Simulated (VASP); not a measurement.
Write the native input for VASP 6.6.1 that does the following.

```yaml
Task: single point
Functional: PBE
Dispersion: D3(BJ)
Potentials_or_basis: VASP PAW PBE potentials, release 64 (Sn_d, Se)
Cutoff: 520 eV
k_mesh: 6 × 6 × 6
Occupations: gaussian, width 0.02 eV
Spin: no spin polarisation
Dipole_correction: no
Further_INCAR_settings: ALGO = Normal; EDIFF = 1e-06; NBANDS = 28
```

The structure of SnSe lies in POSCAR:

```
SnSe
1.0
    4.0913484594      0.0000000000      0.0000000000
    0.0000000000      4.0913484594      0.0000000000
    0.0000000000      0.0000000000      5.7863043297
Sn Se
2 2
Direct
    0.5000000000      0.0000000000      0.2500887140
    0.0000000000      0.5000000000      0.7499112860
    0.5000000000      0.0000000000      0.7499351865
    0.0000000000      0.5000000000      0.2500648135
```

These files were run (other wordings do the same):

INCAR

```
PREC     = Accurate       # precision mode
ENCUT    = 520            # plane-wave cutoff, eV
EDIFF    = 1E-6           # SCF threshold, eV
ISMEAR   = 0              # smearing method
SIGMA    = 0.02           # smearing width, eV
LREAL    = False          # projectors in reciprocal space
LASPH    = True           # aspherical terms in the spheres
NELM     = 60             # most SCF steps
ALGO     = Normal         # electronic algorithm
ISIF     = 2              # what is computed and relaxed
LWAVE    = False          # write WAVECAR
LCHARG   = False          # write CHGCAR
GGA      = PE             # functional
IVDW     = 12             # dispersion correction
NBANDS   = 28             # bands
```

KPOINTS

```
Automatic mesh
0
Gamma
  6 6 6
```

Potentials or basis: VASP PAW PBE potentials, release 64 (Sn_d, Se).

The run is started by

```bash
$ cat potpaw_PBE.64/Sn_d/POTCAR potpaw_PBE.64/Se/POTCAR > POTCAR
$ mpirun -np 1 vasp_std > vasp.out
```

Results of the run:

The pressure is 6.2 GPa. The band gap on the k mesh is 0.28 eV and the dispersion energy per atom is -0.399 eV.

Caveat: the cell stands under pressure; semilocal functionals underestimate gaps, and a narrow one can read as zero; spin-orbit coupling is left out, which moves the levels of the heavy elements.

Wall time 51 s on 1 thread of AMD EPYC 9R45 96-Core Processor (Zen 5), with other jobs on the host, peak memory 0.22 GiB.
